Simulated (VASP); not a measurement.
# Zn (P6_3/mmc) in VASP: further runs

Runs on Zn. Level: LDA. Tasks: single point, relaxation of cell and atoms.

Program: VASP 6.6.1. These are calculated values, not measurements. Logs are shortened: lines on timing, memory, paths and dates and some standing lists are left out, and cuts for length are marked.

### 1 The cell of the first run

It takes space group P6_3/mmc (No. 194, hexagonal). Conventional cell: a = 2.597 Å, b = 2.597 Å, c = 4.617 Å, α = 90.00°, β = 90.00°, γ = 120.00°. Within 3.4 Å of Zn (site symmetry -6m2) lie 12 Zn at 2.60 to 2.75 Å.

### 2 Single point, LDA

Input file INCAR:

```
SYSTEM = Zn
PREC = Accurate
ENCUT = 520
EDIFF = 1E-6
ISMEAR = 0
SIGMA = 0.1
LREAL = .FALSE.
LASPH = .TRUE.
NELM = 80
ALGO = Normal
ISIF = 2
LWAVE = .FALSE.
LCHARG = .TRUE.
GGA = CA
LELF = .TRUE.
LVHAR = .TRUE.
NBANDS = 19
```

Input file KPOINTS:

```
regular mesh
0
G
  9 9 4
  0 0 0
```

Input file POSCAR:

```
Zn
1.0
    2.5974856615      0.0000000000      0.0000000000
   -1.2987428307      2.2494885688      0.0000000000
    0.0000000000      0.0000000000      4.6165747587
Zn
2
Direct
    0.3333333333      0.6666666667      0.2500000000
    0.6666666667      0.3333333333      0.7500000000
```

Potentials or basis: VASP PAW LDA potentials, release 64 (Zn).

Run with:

```
$ cat potpaw_LDA.64/Zn/POTCAR > POTCAR
$ mpirun -np 1 vasp_std > vasp.out
```

OUTCAR:

```text
SYSTEM = Zn
   PREC = Accurate
   ENCUT = 520
   EDIFF = 1E-6
   ISMEAR = 0
   LREAL = .FALSE.
   LASPH = .TRUE.
   NELM = 80
   ISIF = 2
   GGA = CA

 ion  position               nearest neighbor table
   1  0.333  0.667  0.250-   2 2.75   2 2.75   2 2.75   2 2.75   2 2.75   2 2.75
   2  0.667  0.333  0.750-   1 2.75   1 2.75   1 2.75   1 2.75   1 2.75   1 2.75

  LATTYP: Found a hexagonal cell.
 ALAT       =     2.5974856615
 C/A-ratio  =     1.7773244438

  Lattice vectors:

 A1 = (   2.5974856615,   0.0000000000,   0.0000000000)
 A2 = (  -1.2987428307,   2.2494885688,   0.0000000000)
 A3 = (   0.0000000000,   0.0000000000,   4.6165747587)

Analysis of symmetry for initial positions (statically):
=====================================================================
 Subroutine PRICEL returns:
 Original cell was already a primitive cell.

 Routine SETGRP: Setting up the symmetry group for a
 hexagonal supercell.

 Subroutine GETGRP returns: Found 24 space group operations
 (whereof 12 operations were pure point group operations)
 out of a pool of 24 trial point group operations.

The static configuration has the point symmetry D_3d.
 The point group associated with its full space group is D_6h.

Analysis of symmetry for dynamics (positions and initial velocities):
=====================================================================
 Subroutine PRICEL returns:
 Original cell was already a primitive cell.

 Routine SETGRP: Setting up the symmetry group for a
 hexagonal supercell.

 Subroutine GETGRP returns: Found 24 space group operations
 (whereof 12 operations were pure point group operations)
 out of a pool of 24 trial point group operations.

The dynamic configuration has the point symmetry D_3d.
 The point group associated with its full space group is D_6h.

 Subroutine INISYM returns: Found 24 space group operations
 (whereof 12 operations are pure point group operations),
 and found     1 'primitive' translations

----------------------------------------------------------------------------------------

                                     Primitive cell

  volume of cell :      26.9747

  direct lattice vectors                    reciprocal lattice vectors
     2.597485661  0.000000000  0.000000000     0.384987688  0.222272745  0.000000000
    -1.298742831  2.249488569  0.000000000     0.000000000  0.444545491  0.000000000
     0.000000000  0.000000000  4.616574759     0.000000000  0.000000000  0.216610810

  length of vectors
     2.597485661  2.597485661  4.616574759     0.444545491  0.444545491  0.216610810

  position of ions in fractional coordinates (direct lattice)
     0.333333333  0.666666667  0.250000000
     0.666666667  0.333333333  0.750000000

  ion indices of the primitive-cell ions
   primitive index   ion index
                 1           1
                 2           2

----------------------------------------------------------------------------------------

 KPOINTS: regular mesh

Automatic generation of k-mesh.
 Grid dimensions read from file:
 generate k-points for:    9    9    4

 Generating k-lattice:

  Cartesian coordinates                     Fractional coordinates (reciprocal lattice)
     0.042776410  0.024696972  0.000000000     0.111111111 -0.000000000  0.000000000
     0.000000000  0.049393943  0.000000000     0.000000000  0.111111111  0.000000000
     0.000000000  0.000000000  0.054152703     0.000000000  0.000000000  0.250000000

  Length of vectors
     0.049393943  0.049393943  0.054152703

  Shift w.r.t. Gamma in fractional coordinates (k-lattice)
     0.000000000  0.000000000  0.000000000

 Subroutine IBZKPT returns following result:
 ===========================================

 Found     36 irreducible k-points:

 Following reciprocal coordinates:
            Coordinates               Weight
  0.000000  0.000000  0.000000      1.000000
  0.111111  0.000000  0.000000      6.000000
  0.222222 -0.000000  0.000000      6.000000
  0.333333 -0.000000  0.000000      6.000000
  0.444444 -0.000000  0.000000      6.000000
  0.111111  0.111111  0.000000      6.000000
[... 16 lines left out ...]
  0.333333  0.222222  0.250000     24.000000
  0.333333  0.333333  0.250000      4.000000
 [... further k-points ...]
   k-points           NKPTS =     36   k-points in BZ     NKDIM =     36   number of bands    NBANDS=     19
   number of dos      NEDOS =    301   number of ions     NIONS =      2
   total plane-waves  NPLWV =  14400
   dimension x,y,z NGX =    20 NGY =   20 NGZ =   36
   dimension x,y,z NGXF=    40 NGYF=   40 NGZF=   72
   ions per type =               2
   NGX,Y,Z   is equivalent  to a cutoff of  12.80, 12.80, 12.96 a.u.
   NGXF,Y,Z  is equivalent  to a cutoff of  25.60, 25.60, 25.93 a.u.
 SYSTEM =  Zn
   PREC   = accura    normal or accurate (medium, high low for compatibility)
   ISTART =      0    job   : 0-new  1-cont  2-samecut
   ICHARG =      2    charge: 1-file 2-atom 10-const
   ISPIN  =      1    spin polarized calculation?
   LNONCOLLINEAR =      F non collinear calculations
   LSORBIT =      F    spin-orbit coupling
   LASPH  =      T    aspherical Exc in radial PAW
   ENCUT  =  520.0 eV  38.22 Ry    6.18 a.u.   4.83  4.83  8.58*2*pi/ulx,y,z
   NELM   =     80;   NELMIN=  2; NELMDL= -5     # of ELM steps
   EDIFF  = 0.1E-05   stopping-criterion for ELM
   LREAL  =      F    real-space projection
   EDIFFG = 0.1E-04   stopping-criterion for IOM
   NSW    =      0    number of steps for IOM
   IBRION =     -1    ionic relax: 0-MD 1-quasi-New 2-CG
   NFREE  =      0    steps in history (QN), initial steepest desc. (CG)
   ISIF   =      2    stress and relaxation
   ISYM   =      2    0-nonsym 1-usesym 2-fastsym
   POTIM  = 0.5000    time-step for ionic-motion
   TEBEG  =    0.0;   TEEND  =   0.0 temperature during run
   PSTRESS=    0.0 pullay stress
   NELECT =      24.0000    total number of electrons
   NUPDOWN=      -1.0000    fix difference up-down
   EMIN   =  10.00;   EMAX   =-10.00  energy-range for DOS
   EFERMI =   0.00;   METHOD = LEGACY
   ISMEAR =     0;   SIGMA  =   0.10  broadening in eV -4-tet -1-fermi 0-gaus
   EFERMI_NEDOS =   21; number of points for ismear=-14 and -15
   IALGO  =     38    algorithm
   IMIX   =      4    mixing-type and parameters
     AMIX     =   0.40;   BMIX     =  1.00
     AMIX_MAG =   1.60;   BMIX_MAG =  1.00
  volume/ion in A,a.u.               =      13.49        91.02
  Fermi-wavevector in a.u.,A,eV,Ry     =   1.574562  2.975490 33.732163  2.479244
  Thomas-Fermi vector in A             =   2.675677
   LORBIT       =      0    0 simple, 1 ext, 2 COOP (PROOUT), +10 PAW based schemes
   GGA     = CA    functional components
   LHFCALC =     F    Hartree Fock is set to
   AEXX    =    0.0000 exact exchange contribution
   IVDW    =     0    specifies the selected vdW correction
   LEPSILON=     F    determine dielectric tensor
   LRPA    =     F    only Hartree local field effects (RPA)
 non-spin polarized calculation
 Gauss-broadening in eV      SIGMA  =   0.10
  energy-cutoff  :      520.00
  volume of cell :       26.97
 maximum number of plane-waves:       738
 NGX is ok and might be reduce to    20
   NGX =  9   NGY =  9   NGZ = 17

 number of electron      23.9999992 magnetization

 Free energy of the ion-electron system (eV)
  ---------------------------------------------------
  ext. energy  EPLUGINS =         0.00000000
  ---------------------------------------------------
  free energy    TOTEN  =        -3.72483663 eV

  energy without entropy =       -3.71982335  energy(sigma->0) =       -3.72232999

 E-fermi :   3.8908     XC(G=0): -12.5472

 val. band max:        3.8830665802   @ k =   0.3333   0.2222   0.0000
 cond. band min:       4.1206401213   @ k =   0.3333   0.3333   0.2500
 fundamental gap:      0.2375735411
 Fermi energy:         3.8907670674

 k-point     1 :       0.0000    0.0000    0.0000
  band No.  band energies     occupation
      1      -7.5956      2.00000
      2      -5.3738      2.00000
      3      -4.4933      2.00000
      4      -4.2808      2.00000
      5      -4.2808      2.00000
      6      -4.2031      2.00000
[... 11 lines left out ...]
     18      23.5883      0.00000
     19      23.5883      0.00000

 k-point     2 :       0.1111    0.0000    0.0000
  band No.  band energies     occupation
      1      -7.2143      2.00000
      2      -5.2131      2.00000
      3      -4.4782      2.00000
      4      -4.2989      2.00000
      5      -4.2348      2.00000
      6      -4.1830      2.00000
[... 11 lines left out ...]
     18      23.2615      0.00000
     19      24.4187      0.00000

 k-point     3 :       0.2222   -0.0000    0.0000
  band No.  band energies     occupation
      1      -6.1617      2.00000
      2      -4.9496      2.00000
      3      -4.4542      2.00000
      4      -4.3663      2.00000
      5      -4.3576      2.00000
      6      -4.0583      2.00000
[... 11 lines left out ...]
     18      20.1186      0.00000
     19      22.1383      0.00000

 k-point     4 :       0.3333   -0.0000    0.0000
  band No.  band energies     occupation
      1      -5.2134      2.00000
      2      -5.0012      2.00000
      3      -4.7187      2.00000
      4      -4.2705      2.00000
      5      -4.1474      2.00000
      6      -4.1091      2.00000
[... 407 lines left out ...]
     18      17.6005      0.00000
     19      19.4282      0.00000

 k-point    23 :       0.3333    0.2222    0.2500
  band No.  band energies     occupation
      1      -4.8751      2.00000
      2      -4.7242      2.00000
      3      -4.5993      2.00000
      4      -4.4877      2.00000
      5      -4.3719      2.00000
      6      -4.0413      2.00000
[... 11 lines left out ...]
     18      15.0622      0.00000
     19      18.2659      0.00000

 k-point    24 :       0.3333    0.3333    0.2500
  band No.  band energies     occupation
      1      -4.6953      2.00000
      2      -4.6195      2.00000
      3      -4.6195      2.00000
      4      -4.4287      2.00000
      5      -4.2829      2.00000
      6      -4.2829      2.00000
[... 11 lines left out ...]
     18      14.3868      0.00000
     19      15.5967      0.00000

 [... further k-points ...]

------------------------ aborting loop because EDIFF is reached ----------------------------------------

  FORCE on cell =-STRESS in cart. coord.  units (eV):
  Direction    XX          YY          ZZ          XY          YZ          ZX
  --------------------------------------------------------------------------------------
  -------------------------------------------------------------------------------------
  Total        0.0569272      0.0569272      0.0715419      0.0000000     -0.0000000      0.0000000
  in kB        3.3812198      3.3812198      4.2492687      0.0000000     -0.0000000      0.0000000
  external PRESSURE =       3.6705694 kB  Pullay stress =       0.0000000 kB

 VOLUME and BASIS-vectors are now :
 -----------------------------------------------------------------------------
  energy-cutoff  :      520.00
  volume of cell :       26.97
      direct lattice vectors                 reciprocal lattice vectors
     2.597485661  0.000000000  0.000000000     0.384987688  0.222272745  0.000000000
    -1.298742831  2.249488569  0.000000000     0.000000000  0.444545491  0.000000000
     0.000000000  0.000000000  4.616574759     0.000000000  0.000000000  0.216610810

 POSITION                                       TOTAL-FORCE (eV/Angst)
 -----------------------------------------------------------------------------------
     -0.00000      1.49966      1.15414         0.000000     -0.000000      0.000000
      1.29874      0.74983      3.46243        -0.000000      0.000000      0.000000
 -----------------------------------------------------------------------------------
    total drift:                                0.000000     -0.000000      0.000000

  FREE ENERGIE OF THE ION-ELECTRON SYSTEM (eV)
  ---------------------------------------------------
  free  energy   TOTEN  =        -3.7248366272 eV

  energy  without entropy=       -3.7198233486  energy(sigma->0) =       -3.72232999
```

Wall time 19 s (1 thread of Intel Xeon 8259CL, shared host); peak memory 0.13 GiB.

What came out:

```
Free energy            : -3.7248 eV
Pressure               : 0.4 GPa
Band gap on the k mesh : zero (bands 12 and 13 overlap by 3.25 eV)
```

Levels at points of the mesh, in eV from the Fermi level:
```tsv
k point	band 10	band 11	band 12	band 13	band 14	band 15
(0.00, 0.00, 0.00)	-7.45	-7.45	-4.09	-2.53	16.21	17.87
(0.00, 0.00, 0.50)	-7.57	-7.57	-7.57	5.81	5.81	19.40
```

### 3 Single point, LDA

This run uses another cell than the first one, of 15.33 Å³/atom.

Input file INCAR:

```
SYSTEM = Zn
ALGO     = Normal         ! electronic algorithm
EDIFF    = 1E-6           ! SCF threshold, eV
ENCUT    = 520            ! plane-wave cutoff, eV
GGA      = CA             ! functional
ISIF     = 2              ! what is computed and relaxed
ISMEAR   = 0              ! smearing method
LASPH    = .True.         ! aspherical terms in the spheres
LCHARG   = .False.        ! write CHGCAR
LREAL    = .False.        ! projectors in reciprocal space
LWAVE    = .False.        ! write WAVECAR
NBANDS   = 19             ! bands
NELM     = 100            ! most SCF steps
PREC     = Accurate       ! precision mode
SIGMA    = 0.1            ! smearing width, eV
```

Input file KPOINTS:

```
k-points
0
Gamma
  9 9 4
  0 0 0
```

Input file POSCAR:

```
Zn
1.0
    2.6700000000      0.0000000000      0.0000000000
   -1.3350000000      2.3122878281      0.0000000000
    0.0000000000      0.0000000000      4.9660000000
Zn
2
Direct
    0.3333333333      0.6666666667      0.2500000000
    0.6666666667      0.3333333333      0.7500000000
```

Potentials or basis: VASP PAW LDA potentials, release 64 (Zn).

Run with:

```
$ cat potpaw_LDA.64/Zn/POTCAR > POTCAR
$ mpirun -np 1 vasp_std > vasp.out
```

It took 20 s on 1 thread of Intel Xeon 8259CL, shared host; peak memory 0.14 GiB.

The run converged. Its results:

```
Free energy            : -3.6039 eV
Pressure               : -8.6 GPa
Band gap on the k mesh : zero (bands 12 and 13 overlap by 4.09 eV)
```

Stress tensor (GPa, compression positive):
```
-9.20  0.00  0.00
 0.00 -9.20  0.00
 0.00  0.00 -7.26
```

Levels at points of the mesh, in eV from the Fermi level:
```tsv
k point	band 10	band 11	band 12	band 13	band 14	band 15
(0.00, 0.00, 0.00)	-7.39	-7.39	-3.80	-3.36	13.16	16.93
(0.00, 0.00, 0.50)	-7.48	-7.48	-7.48	4.27	4.27	18.22
```

Caveat: the cell stands under tension.

(Part 1 of 2 ends here.)
